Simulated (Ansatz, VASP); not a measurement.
# Li in VASP and in Ansatz

```xyz
1
Lattice="1.5171 -2.4407 0.0000 1.5171 2.4407 0.0000 0.0000 0.0000 2.6979" Properties=species:S:1:pos:R:3 pbc="T T T"
Li    0.0000    0.0000    1.3489
```

Alike in both runs: task relaxation of cell and atoms; functional PBE; k mesh 6 × 6 × 6; occupations gaussian, width 0.1 eV; no spin polarisation.

```csv
,VASP,Ansatz
version,VASP 6.6.1,Ansatz 0.2.0
potentials or method,"VASP PAW PBE potentials, release 64 (Li_sv), cutoff 600 eV","scalar-relativistic, plane waves, PAW"
valence electrons in the cell,3,3
```

VASP gave:

- gap on the k mesh at the Fermi level, each at its own relaxed structure (eV): none
- relaxed volume (Å³/atom): 20.03
- relaxed length of the cell vector where the two differ most in proportion (Å): 2.875

Task: What did Ansatz give for the same quantities?

Result: gap on the k mesh at the Fermi level, each at its own relaxed structure (eV): none; relaxed volume (Å³/atom): 20.24; relaxed length of the cell vector where the two differ most in proportion (Å): 2.919.

A gap of «none» marks a metal or a gap that the smearing closes.

The k mesh is coarse, so the values compare programs but aren't converged. Noted on VASP's run: the cutoff is under 1.25 times that of the potentials, so the pressure is a little rough.
